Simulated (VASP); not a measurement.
Input of a VASP 6.6.1 run:

The input INCAR:

```
ALGO = Normal ; DIPOL = 0.5 0.5 0.500
EDIFF = 1E-7 ; ENCUT = 520
GGA = PE ; IDIPOL = 3
ISIF = 2 ; ISMEAR = 0
IVDW = 12 ; LASPH = T
LCHARG = F ; LDIPOL = T
LREAL = Auto ; LWAVE = F
NBANDS = 126 ; NELM = 60
PREC = Accurate ; SIGMA = 0.1
```

Contents of KPOINTS:

```
k-points
0
Gamma
  3 3 1
```

File POSCAR:

```
W
1.0
    6.3187499359      0.0000000000      0.0000000000
    0.0000000000      6.3187499359      0.0000000000
    0.0000000000      0.0000000000     20.7390624520
W
16
Direct
    0.2500000000      0.7500000000      0.3857454993
    0.2500000000      0.2500000000      0.3857454993
    0.7500000000      0.7500000000      0.3857454993
    0.7500000000      0.2500000000      0.3857454993
    0.5000000000      0.5000000000      0.4619151664
    0.5000000000      0.0000000000      0.4619151664
    0.0000000000      0.5000000000      0.4619151664
    0.0000000000      0.0000000000      0.4619151664
    0.7500000000      0.2500000000      0.5417508208
    0.7500000000      0.7500000000      0.5417508208
    0.2500000000      0.2500000000      0.5417508208
    0.2500000000      0.7500000000      0.5417508208
    0.0000000000      0.0000000000      0.6101319701
    0.0000000000      0.5000000000      0.6101319701
    0.5000000000      0.0000000000      0.6101319701
    0.5000000000      0.5000000000      0.6101319701
```

Potentials or basis: VASP PAW PBE potentials, release 64 (W_sv).

Run with:

```console
$ cat potpaw_PBE.64/W_sv/POTCAR > POTCAR
$ mpirun -np 1 vasp_std > vasp.out
```

Predict the band gap on the k mesh.

zero (bands 112 and 113 overlap by 0.33 eV).

Estimate the largest force.

1.860 eV/Å.

What does it give for the dispersion energy per atom?

-0.419 eV.

Forces on the atoms (eV/Å):
```
W    0.000  0.000  1.802
W    0.000  0.000  1.802
W    0.000  0.000  1.802
W    0.000  0.000  1.802
W    0.000  0.000 -1.860
W    0.000  0.000 -1.860
W    0.000  0.000 -1.860
W    0.000  0.000 -1.860
W    0.000  0.000  0.008
W    0.000  0.000  0.008
W    0.000  0.000  0.008
W    0.000  0.000  0.008
W    0.000  0.000  0.049
W    0.000  0.000  0.049
W    0.000  0.000  0.049
W    0.000  0.000  0.049
```

Caveat: spin-orbit coupling is left out, which moves the levels of the heavy elements.
